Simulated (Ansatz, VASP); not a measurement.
## Two plane-wave programs on BaTiO3

The input INCAR:

```
ALGO = Normal
EDIFF = 1E-6
ENCUT = 520
GGA = PE
ISIF = 2
ISMEAR = -5
LASPH = True
LCHARG = False
LDAU = True
LDAUJ = 0 0 0
LDAUL = -1 2 -1
LDAUPRINT = 1
LDAUTYPE = 2
LDAUU = 0 4 0
LMAXMIX = 4
LREAL = False
LWAVE = False
NBANDS = 28
NELM = 150
PREC = Accurate
SIGMA = 0.02
```

Contents of KPOINTS:

```
k-points
0
Gamma
  6 6 6
```

The input POSCAR:

```
BaTiO3
1.0
    2.7747091690      1.6019790856      2.2758245485
   -2.7747091690      1.6019790856      2.2758245485
    0.0000000000     -3.2039581713      2.2758245484
Ba Ti O
1 1 3
Direct
   -0.0056757983     -0.0056757983     -0.0056757983
    0.4943990438      0.4943990438      0.4943990438
    0.4941225835      0.9941325876      0.4941225835
    0.4941225835      0.4941225835      0.9941325876
    0.9941325876      0.4941225835      0.4941225835
```

Input for Ansatz:

```yaml
crystal:
  lattice:
    - [2.774709169, 1.6019790856, 2.2758245485]
    - [-2.774709169, 1.6019790856, 2.2758245485]
    - [0.0, -3.2039581713, 2.2758245484]
  atoms:
    - { symbol: Ba, position: [-0.0056757983, -0.0056757983, -0.0056757983] }
    - { symbol: Ti, position: [0.4943990438, 0.4943990438, 0.4943990438] }
    - { symbol: O, position: [0.4941225835, 0.9941325876, 0.4941225835] }
    - { symbol: O, position: [0.4941225835, 0.4941225835, 0.9941325876] }
    - { symbol: O, position: [0.9941325876, 0.4941225835, 0.4941225835] }
basis:
  ecutwfc: 420
kpoints:
  mp_grid: { grid: [6, 6, 6] }
hamiltonian:
  xc: pbe
  hubbard: { sites: [{ species: Ti, l: d, u_eff: 4.0 }] }
scf:
  occupations: { method: tetrahedron }
output:
  forces: true
  eigenvalues: true
  stress: true
```

Alike in both runs: task single point; functional PBE; k mesh 6 × 6 × 6; occupations tetrahedron; no spin polarisation; Hubbard terms Ti d U = 4.0 eV.

```csv
,VASP,Ansatz
version,VASP 6.6.1,Ansatz 0.2.0
potentials or method,"VASP PAW PBE potentials, release 64 (Ba_sv, Ti_sv, O), cutoff 520 eV","scalar-relativistic, plane waves, PAW"
valence electrons in the cell,40,40
```

Ansatz gave:

| Quantity | Value |
| --- | --- |
| gap on the k mesh at the Fermi level (eV) | 2.40 |
| pressure (GPa) | 14.2 |
| traceless stress, the component that is largest in VASP (GPa) | -0.83 |
| rms of the force components (eV/Å) | 0.001 |

Estimate VASP's values.

gap on the k mesh at the Fermi level (eV): 2.33; pressure (GPa): 18.8; traceless stress, the component that is largest in VASP (GPa): -0.85; rms of the force components (eV/Å): 0.004.

The programs project onto different local orbitals, so the same U acts differently, and such runs can settle in different states. Atom by atom the forces differ by 0.003 eV/Å (rms over components). Ansatz's warnings: band table not solved further, tetrahedron derivatives may miss energy slope.

Spin-orbit coupling is off throughout.
